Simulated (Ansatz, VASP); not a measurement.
# EuPt3: VASP beside Ansatz

File INCAR:

```
SYSTEM = EuPt3
PREC = Accurate ; ENCUT = 520
EDIFF = 1E-6 ; ISMEAR = 0
SIGMA = 0.05 ; LREAL = .False.
LASPH = .True. ; NELM = 150
ALGO = Normal ; ISIF = 2
LWAVE = .False. ; LCHARG = .False.
ISPIN = 2 ; MAGMOM = 7.02 0 0 0
LORBIT = 11 ; LMAXMIX = 6
GGA = PS ; NBANDS = 36
```

Contents of KPOINTS:

```
Automatic mesh
0
Gamma
  8 8 8
  0 0 0
```

POSCAR

```
EuPt3
1.0
    0.0493069112      3.2871274156      3.2871274156
    3.3364343268      0.0000000000      3.3364343268
    3.2871274156      3.2871274156      0.0493069112
Eu Pt
1 3
Direct
    0.0000000000      0.0000000000      0.0000000000
    0.5000000000      0.5000000000      0.5000000000
    0.2500000000      0.2500000000      0.2500000000
    0.7500000000      0.7500000000      0.7500000000
```

Input for Ansatz:

```yaml
crystal:
  lattice:
    - [0.0493069112, 3.2871274156, 3.2871274156]
    - [3.3364343268, 0.0, 3.3364343268]
    - [3.2871274156, 3.2871274156, 0.0493069112]
  atoms:
    - { symbol: Eu, position: [0.0, 0.0, 0.0], spin: 7.02 }
    - { symbol: Pt, position: [0.5, 0.5, 0.5] }
    - { symbol: Pt, position: [0.25, 0.25, 0.25] }
    - { symbol: Pt, position: [0.75, 0.75, 0.75] }
basis:
  ecutwfc: 420
  ecutrho_ratio: 4
kpoints:
  mp_grid: { grid: [8, 8, 8] }
hamiltonian:
  xc: pbesol
scf:
  occupations: { method: gaussian, width: 0.05 }
output:
  forces: true
  stress: true
  eigenvalues: true
  populations: true
magnetization:
  spin_polarized: true
```

Change from the starting cell: strain e5 = +0.03, atoms carried along.

Alike in both runs: task single point; functional PBEsol; k mesh 8 × 8 × 8; occupations gaussian, width 0.05 eV; collinear spin.

|  | VASP | Ansatz |
| --- | --- | --- |
| version | VASP 6.6.1 | Ansatz 0.2.0 |
| potentials or method | VASP PAW PBE potentials, release 64 (Eu, Pt), cutoff 520 eV | scalar-relativistic, plane waves, PAW |
| valence electrons in the cell | 47 | 71 |

VASP gave:

* gap on the k mesh at the Fermi level (eV): none
* pressure (GPa): 0.1
* traceless stress, the component that is largest in VASP (GPa): -1.80
* rms of the force components (eV/Å): 0.035
* net moment per atom (μB): 1.63
* size of the moment on the site where the two differ most (μB): 6.30

Problem. Estimate Ansatz's values.

Solution. gap on the k mesh at the Fermi level (eV): none; pressure (GPa): 0.1; traceless stress, the component that is largest in VASP (GPa): -1.76; rms of the force components (eV/Å): 0.034; net moment per atom (μB): 1.63; size of the moment on the site where the two differ most (μB): 6.37.

VASP's potentials were made for PBE, not for PBEsol. Site moments also hang on the region over which each program counts them. Atom by atom the forces differ by 0.002 eV/Å (rms over components). A gap of «none» marks a metal or a gap that the smearing closes. With one functional, cell and mesh, what is left measures potentials, basis and numerics. VASP's potentials hold 47 valence electrons a cell and Ansatz's 71, so a difference there can come from the potentials and not from the codes. Ansatz's warnings: given moment on shells.

Spin-orbit coupling is off throughout.
